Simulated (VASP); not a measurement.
# FePt (P4/mmm) in VASP: further runs

Runs on FePt. Level: r2SCAN. Tasks: single point.

All numbers are computed with VASP 6.6.1; they aren't measurements. Logs are shortened: lines on timing, memory, paths and dates and some standing lists are left out, and cuts for length are marked.

## 1. The cell of the first run

The structure is tetragonal, space group P4/mmm (No. 123). The conventional cell has a = 2.705 Å, b = 2.705 Å, c = 3.695 Å, α = 90.00°, β = 90.00°, γ = 90.00°. Pt (site symmetry 4/mmm) has 8 Fe at 2.66 Å and 4 Pt at 2.71 Å within 3.5 Å. Fe (site symmetry 4/mmm) has 8 Pt at 2.66 Å and 4 Fe at 2.71 Å within 3.5 Å.

## 2. Single point, r2SCAN, collinear spin, ferromagnetic start

The input, POSCAR:

```
FePt
1.0
    2.7052209258      0.0000000000      0.0000000000
    0.0000000000      2.7052209258      0.0000000000
    0.0000000000      0.0000000000      3.6950328048
Pt Fe
1 1
Direct
    0.5000000000      0.5000000000      0.5000000000
    0.0000000000      0.0000000000      0.0000000000
```

The input, INCAR.step1:

```
ALGO = Normal
EDIFF = 1E-4
ENCUT = 520
GGA = PE
ISMEAR = -1
ISPIN = 2
LASPH = True
LCHARG = False
LMAXMIX = 4
LREAL = False
LWAVE = True
MAGMOM = 0 3
NBANDS = 20
NELM = 150
PREC = Accurate
SIGMA = 0.05
```

The input, INCAR.step2:

```
ALGO = Normal
EDIFF = 1E-6
ENCUT = 520
ISIF = 2
ISMEAR = -1
ISPIN = 2
ISTART = 1
LASPH = True
LCHARG = True
LELF = True
LMAXMIX = 4
LMIXTAU = True
LORBIT = 11
LREAL = False
LVHAR = True
LWAVE = False
MAGMOM = 0 3
METAGGA = R2SCAN
NBANDS = 20
NELM = 150
PREC = Accurate
SIGMA = 0.05
```

The input, KPOINTS:

```
k-points
0
Gamma
  10 10 7
```

Potentials or basis: VASP PAW PBE potentials, release 64 (Pt, Fe).

The run is started by

```console
$ cat potpaw_PBE.64/Pt/POTCAR potpaw_PBE.64/Fe/POTCAR > POTCAR
$ cp INCAR.step1 INCAR
$ mpirun -np 1 vasp_std > vasp.out
$ cp INCAR.step2 INCAR
$ mpirun -np 1 vasp_std > vasp.out
```

OUTCAR:

```text
EDIFF = 1E-6
   ENCUT = 520
   ISIF = 2
   ISMEAR = -1
   ISPIN = 2
   ISTART = 1
   LASPH = True
   LORBIT = 11
   LREAL = False
   METAGGA = R2SCAN
   NELM = 150
   PREC = Accurate

 ion  position               nearest neighbor table
   1  0.500  0.500  0.500-   2 2.66   2 2.66   2 2.66   2 2.66   2 2.66   2 2.66   2 2.66   2 2.66

   2  0.000  0.000  0.000-   1 2.66   1 2.66   1 2.66   1 2.66   1 2.66   1 2.66   1 2.66   1 2.66

  LATTYP: Found a simple tetragonal cell.
 ALAT       =     2.7052209258
 C/A-ratio  =     1.3658894804

  Lattice vectors:

 A1 = (   2.7052209258,   0.0000000000,   0.0000000000)
 A2 = (   0.0000000000,   2.7052209258,   0.0000000000)
 A3 = (   0.0000000000,   0.0000000000,   3.6950328048)

Analysis of symmetry for initial positions (statically):
=====================================================================
 Subroutine PRICEL returns:
 Original cell was already a primitive cell.

 Routine SETGRP: Setting up the symmetry group for a
 simple tetragonal supercell.

 Subroutine GETGRP returns: Found 16 space group operations
 (whereof 16 operations were pure point group operations)
 out of a pool of 16 trial point group operations.

The static configuration has the point symmetry D_4h.

Analysis of symmetry for dynamics (positions and initial velocities):
=====================================================================
 Subroutine PRICEL returns:
 Original cell was already a primitive cell.

 Routine SETGRP: Setting up the symmetry group for a
 simple tetragonal supercell.

 Subroutine GETGRP returns: Found 16 space group operations
 (whereof 16 operations were pure point group operations)
 out of a pool of 16 trial point group operations.

The dynamic configuration has the point symmetry D_4h.

Analysis of structural, dynamic, and magnetic symmetry:
=====================================================================
 Subroutine PRICEL returns:
 Original cell was already a primitive cell.

 Routine SETGRP: Setting up the symmetry group for a
 simple tetragonal supercell.

 Subroutine GETGRP returns: Found 16 space group operations
 (whereof 16 operations were pure point group operations)
 out of a pool of 16 trial point group operations.

The overall configuration has the point symmetry D_4h.

 Subroutine INISYM returns: Found 16 space group operations
 (whereof 16 operations are pure point group operations),
 and found     1 'primitive' translations

[... 115 lines left out ...]
  volume/ion in A,a.u.               =      13.52        91.24
  Fermi-wavevector in a.u.,A,eV,Ry     =   1.429413  2.701199 27.799718  2.043222
  Thomas-Fermi vector in A             =   2.549369
   LORBIT       =     11    0 simple, 1 ext, 2 COOP (PROOUT), +10 PAW based schemes
   METAGGA = R2SCAN    functional components
   LHFCALC =     F    Hartree Fock is set to
   AEXX    =    0.0000 exact exchange contribution
   IVDW    =     0    specifies the selected vdW correction
   LEPSILON=     F    determine dielectric tensor
   LRPA    =     F    only Hartree local field effects (RPA)
 spin polarized calculation
  energy-cutoff  :      520.00
  volume of cell :       27.04
 maximum number of plane-waves:       744
   NGX = 11   NGY = 11   NGZ = 13

 number of electron      18.0000003 magnetization       3.5630483

 Free energy of the ion-electron system (eV)
  ---------------------------------------------------
  ext. energy  EPLUGINS =         0.00000000
  ---------------------------------------------------
  free energy    TOTEN  =       -66.53108909 eV

  energy without entropy =      -66.52016779  energy(sigma->0) =      -66.52562844

 E-fermi :   8.9460     XC(G=0): -14.3066

 val. band max:        8.9349986087   @ k =   0.5000   0.4000   0.1429
 cond. band min:       8.9667432329   @ k =   0.4000   0.3000   0.2857
 fundamental gap:      0.0317446242
 Fermi energy:         8.9460059430

 spin component 1

 k-point     1 :       0.0000    0.0000    0.0000
  band No.  band energies     occupation
      1      -1.2120      1.00000
      2       1.8957      1.00000
      3       2.1939      1.00000
      4       4.7476      1.00000
      5       4.7476      1.00000
      6       5.1875      1.00000
[... 541 lines left out ...]
     19      33.1016      0.00000
     20      33.3875      0.00000

 [... further k-points ...]

 spin component 2

 k-point     1 :       0.0000    0.0000    0.0000
  band No.  band energies     occupation
      1      -1.3629      1.00000
      2       2.7300      1.00000
      3       2.8065      1.00000
      4       6.4770      1.00000
      5       6.4770      1.00000
      6       8.1699      1.00000
[... 541 lines left out ...]
     19      33.5304      0.00000
     20      33.9300      0.00000

 [... further k-points ...]

------------------------ aborting loop because EDIFF is reached ----------------------------------------

  FORCE on cell =-STRESS in cart. coord.  units (eV):
  Direction    XX          YY          ZZ          XY          YZ          ZX
  --------------------------------------------------------------------------------------
  -------------------------------------------------------------------------------------
  Total        1.3166914      1.3166914      1.0429228      0.0000000     -0.0000000      0.0000000
  in kB       78.0136904     78.0136904     61.7929557      0.0000000     -0.0000000      0.0000000
  external PRESSURE =      72.6067789 kB  Pullay stress =       0.0000000 kB

 VOLUME and BASIS-vectors are now :
 -----------------------------------------------------------------------------
  energy-cutoff  :      520.00
  volume of cell :       27.04
      direct lattice vectors                 reciprocal lattice vectors
     2.705220926  0.000000000  0.000000000     0.369655576  0.000000000  0.000000000
     0.000000000  2.705220926  0.000000000     0.000000000  0.369655576  0.000000000
     0.000000000  0.000000000  3.695032805     0.000000000  0.000000000  0.270633592

 POSITION                                       TOTAL-FORCE (eV/Angst)
 -----------------------------------------------------------------------------------
      1.35261      1.35261      1.84752         0.000000      0.000000      0.000000
      0.00000      0.00000      0.00000         0.000000      0.000000      0.000000
 -----------------------------------------------------------------------------------
    total drift:                               -0.000000      0.000000      0.000000

  FREE ENERGIE OF THE ION-ELECTRON SYSTEM (eV)
  ---------------------------------------------------
  free  energy   TOTEN  =       -66.5310890887 eV

  energy  without entropy=      -66.5201677873  energy(sigma->0) =      -66.52562844

 total charge

# of ion       s       p       d       tot
------------------------------------------
    1        0.733   0.700   8.088   9.521
    2        0.426   0.495   6.069   6.990
--------------------------------------------------
tot          1.159   1.195  14.157  16.511

 magnetization (x)

# of ion       s       p       d       tot
------------------------------------------
    1       -0.023  -0.089   0.465   0.353
    2        0.018  -0.014   3.224   3.228
--------------------------------------------------
tot         -0.005  -0.103   3.690   3.581
```

Wall time 1.8 min (1 thread of Intel Xeon 6975P-C (Granite Rapids), shared host); peak memory 0.2 GiB.

Results:

| Property | Result |
| --- | --- |
| Free energy | -66.5311 eV |
| Pressure | 7.3 GPa |
| Net moment | 3.56 μB per cell |
| Site moments | Pt +0.35; Fe +3.23 μB |
| Valence electrons inside the program's atomic spheres | Pt 9.52; Fe 6.99 |

Caveat: the cell stands under pressure; the PAW data sets were made with another functional, which shifts forces and pressure a little; spin-orbit coupling is left out, which moves the levels of the heavy elements.

## 3. Single point, r2SCAN, collinear spin, ferromagnetic start

This run uses another cell than the first one, of 13.80 Å³/atom.

The input, POSCAR:

```
FePt
1.0
    2.7235000000      0.0000000000      0.0000000000
    0.0000000000      2.7235000000      0.0000000000
    0.0000000000      0.0000000000      3.7200000000
Pt Fe
1 1
Direct
    0.5000000000      0.5000000000      0.5000000000
    0.0000000000      0.0000000000      0.0000000000
```

INCAR.step1 is that of step 2.

The input, INCAR.step2:

```
ALGO = Normal
EDIFF = 1E-7
ENCUT = 520
ISIF = 2
ISMEAR = -1
ISPIN = 2
ISTART = 1
LASPH = True
LCHARG = False
LMAXMIX = 4
LMIXTAU = True
LORBIT = 11
LREAL = False
LWAVE = False
MAGMOM = 0 3
METAGGA = R2SCAN
NBANDS = 20
NELM = 150
PREC = Accurate
SIGMA = 0.05
```

KPOINTS is that of step 2.

Potentials or basis: VASP PAW PBE potentials, release 64 (Pt, Fe).

The run is started by

```console
$ cat potpaw_PBE.64/Pt/POTCAR potpaw_PBE.64/Fe/POTCAR > POTCAR
$ cp INCAR.step1 INCAR
$ mpirun -np 1 vasp_std > vasp.out
$ cp INCAR.step2 INCAR
$ mpirun -np 1 vasp_std > vasp.out
```

OUTCAR:

```text
EDIFF = 1E-7
   ENCUT = 520
   ISIF = 2
   ISMEAR = -1
   ISPIN = 2
   ISTART = 1
   LASPH = True
   LORBIT = 11
   LREAL = False
   METAGGA = R2SCAN
   NELM = 150
   PREC = Accurate

 ion  position               nearest neighbor table
   1  0.500  0.500  0.500-   2 2.68   2 2.68   2 2.68   2 2.68   2 2.68   2 2.68   2 2.68   2 2.68

   2  0.000  0.000  0.000-   1 2.68   1 2.68   1 2.68   1 2.68   1 2.68   1 2.68   1 2.68   1 2.68

  LATTYP: Found a simple tetragonal cell.
 ALAT       =     2.7235000000
 C/A-ratio  =     1.3658894804

  Lattice vectors:

 A1 = (   2.7235000000,   0.0000000000,   0.0000000000)
 A2 = (   0.0000000000,   2.7235000000,   0.0000000000)
 A3 = (   0.0000000000,   0.0000000000,   3.7200000000)

Analysis of symmetry for initial positions (statically):
=====================================================================
 Subroutine PRICEL returns:
 Original cell was already a primitive cell.

 Routine SETGRP: Setting up the symmetry group for a
[... 752 lines left out ...]
      5       6.2596      1.00000
      6       7.9070      1.00000
[... 541 lines left out ...]
     19      33.0208      0.00000
     20      33.3492      0.00000

 [... further k-points ...]

------------------------ aborting loop because EDIFF is reached ----------------------------------------

  FORCE on cell =-STRESS in cart. coord.  units (eV):
  Direction    XX          YY          ZZ          XY          YZ          ZX
  --------------------------------------------------------------------------------------
  -------------------------------------------------------------------------------------
  Total        0.4876685      0.4876685      0.2169385      0.0000000      0.0000000     -0.0000000
  in kB       28.3163705     28.3163705     12.5964885      0.0000000      0.0000000     -0.0000000
  external PRESSURE =      23.0764098 kB  Pullay stress =       0.0000000 kB

 VOLUME and BASIS-vectors are now :
 -----------------------------------------------------------------------------
  energy-cutoff  :      520.00
  volume of cell :       27.59
      direct lattice vectors                 reciprocal lattice vectors
     2.723500000  0.000000000  0.000000000     0.367174592  0.000000000  0.000000000
     0.000000000  2.723500000  0.000000000     0.000000000  0.367174592  0.000000000
     0.000000000  0.000000000  3.720000000     0.000000000  0.000000000  0.268817204

 POSITION                                       TOTAL-FORCE (eV/Angst)
 -----------------------------------------------------------------------------------
      1.36175      1.36175      1.86000         0.000000      0.000000      0.000000
      0.00000      0.00000      0.00000         0.000000      0.000000      0.000000
 -----------------------------------------------------------------------------------
    total drift:                               -0.000000      0.000000      0.000000

  FREE ENERGIE OF THE ION-ELECTRON SYSTEM (eV)
  ---------------------------------------------------
  free  energy   TOTEN  =       -66.5474027429 eV

  energy  without entropy=      -66.5370372381  energy(sigma->0) =      -66.54221999

 total charge

# of ion       s       p       d       tot
------------------------------------------
    1        0.723   0.676   8.075   9.473
    2        0.419   0.478   6.048   6.946
--------------------------------------------------
tot          1.142   1.154  14.123  16.419

 magnetization (x)

# of ion       s       p       d       tot
------------------------------------------
    1       -0.023  -0.087   0.468   0.358
    2        0.018  -0.014   3.253   3.257
--------------------------------------------------
tot         -0.004  -0.101   3.721   3.616
```

OUTCAR.step1:

```text
EDIFF = 1E-4
   ENCUT = 520
   GGA = PE
   ISMEAR = -1
   ISPIN = 2
[... 1347 lines left out ...]
      1.36175      1.36175      1.86000         0.000000      0.000000      0.000000
      0.00000      0.00000      0.00000         0.000000      0.000000      0.000000
 -----------------------------------------------------------------------------------
    total drift:                               -0.000000      0.000000      0.000000

  FREE ENERGIE OF THE ION-ELECTRON SYSTEM (eV)
  ---------------------------------------------------
  free  energy   TOTEN  =       -14.8066052250 eV

  energy  without entropy=      -14.7953068721  energy(sigma->0) =      -14.80095605
```

Wall time 2.3 min (1 thread of Intel Xeon 6975P-C (Granite Rapids), shared host); peak memory 0.2 GiB.

What came out:

```yaml
Free_energy: -66.5474 eV
Pressure: 2.3 GPa
Net_moment: 3.59 μB per cell
Site_moments: Pt +0.36; Fe +3.26 μB
Valence_electrons_inside_the_program's_atomic_spheres: Pt 9.47; Fe 6.95
```

Levels at points of the mesh, in eV from the Fermi level:
Spin up:
```tsv
k point	band 8	band 9	band 10	band 11	band 12	band 13	band 14	band 15
(0.00, 0.00, 0.00)	-2.76	-0.91	-0.91	-0.76	2.33	9.94	12.10	12.10
(0.50, 0.00, 0.00)	-3.21	-2.87	-1.79	-0.53	2.03	10.65	10.70	12.97
(0.50, 0.50, 0.00)	-1.18	-1.09	0.49	1.61	1.61	7.67	10.28	11.32
```
Spin down:
```csv
k point,band 3,band 4,band 5,band 6,band 7,band 8,band 9,band 10,band 11,band 12
"(0.00, 0.00, 0.00)",-5.96,-2.41,-2.41,-0.76,-0.75,1.04,2.03,2.03,2.29,2.35
"(0.50, 0.00, 0.00)",-4.51,-3.75,-2.59,-1.42,-1.07,-0.63,1.07,1.13,2.58,2.92
"(0.50, 0.50, 0.00)",-5.24,-5.00,1.20,1.48,1.48,1.67,1.94,2.10,2.10,2.20
```

Caveat: the PAW data sets were made with another functional, which shifts forces and pressure a little; spin-orbit coupling is left out, which moves the levels of the heavy elements.
